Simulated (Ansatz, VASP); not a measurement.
**ZnS in VASP and in Ansatz**

Contents of INCAR:

```
SYSTEM = ZnS
ALGO = Normal ; EDIFF = 1E-7
ENCUT = 520 ; GGA = PS
ISIF = 2 ; ISMEAR = 0
LASPH = .True. ; LCHARG = .False.
LREAL = .False. ; LWAVE = .False.
NBANDS = 16 ; NELM = 60
PREC = Accurate ; SIGMA = 0.05
```

Contents of KPOINTS:

```
k-points
0
Gamma
  10 10 10
  0 0 0
```

POSCAR

```
ZnS
1.0
   -0.5804166663      2.4217385040      2.4217385040
    2.4217385040     -0.5804166663      2.4217385040
    2.4217385040      2.4217385040     -0.5804166663
Zn S
1 1
Direct
    0.0000000000      0.0000000000      0.0000000000
    0.7500000000      0.7500000000      0.7500000000
```

Input for Ansatz:

```yaml
crystal:
  lattice:
    - [-0.5804166663, 2.421738504, 2.421738504]
    - [2.421738504, -0.5804166663, 2.421738504]
    - [2.421738504, 2.421738504, -0.5804166663]
  atoms:
    - { symbol: Zn, position: [0.0, 0.0, 0.0] }
    - { symbol: S, position: [0.75, 0.75, 0.75] }
basis:
  ecutwfc: 420
kpoints:
  mp_grid: { grid: [10, 10, 10] }
hamiltonian:
  xc: pbesol
scf:
  occupations: { method: gaussian, width: 0.05 }
output:
  forces: true
  stress: true
  eigenvalues: true
```

Alike in both runs: task single point; functional PBEsol; k mesh 10 × 10 × 10; occupations gaussian, width 0.05 eV; no spin polarisation.

```csv
,VASP,Ansatz
version,VASP 6.6.1,Ansatz 0.2.0
potentials or method,"VASP PAW PBE potentials, release 64 (Zn, S), cutoff 520 eV","scalar-relativistic, plane waves, PAW"
valence electrons in the cell,18,18
```

```csv
,VASP,Ansatz,Ansatz less VASP
gap on the k mesh at the Fermi level (eV),1.42,1.40,-0.022
least direct gap on the mesh (eV),1.47,1.44,-0.030
pressure (GPa),19.8,19.5,-0.30
"traceless stress, the component that is largest in VASP (GPa)",27.77,27.64,-0.126
rms of the force components (eV/Å),4.806,4.773,-0.0333
```

VASP's potentials were made for PBE, not for PBEsol. Atom by atom the forces differ by 0.033 eV/Å (rms over components). With one functional, cell and mesh, what is left measures potentials, basis and numerics.
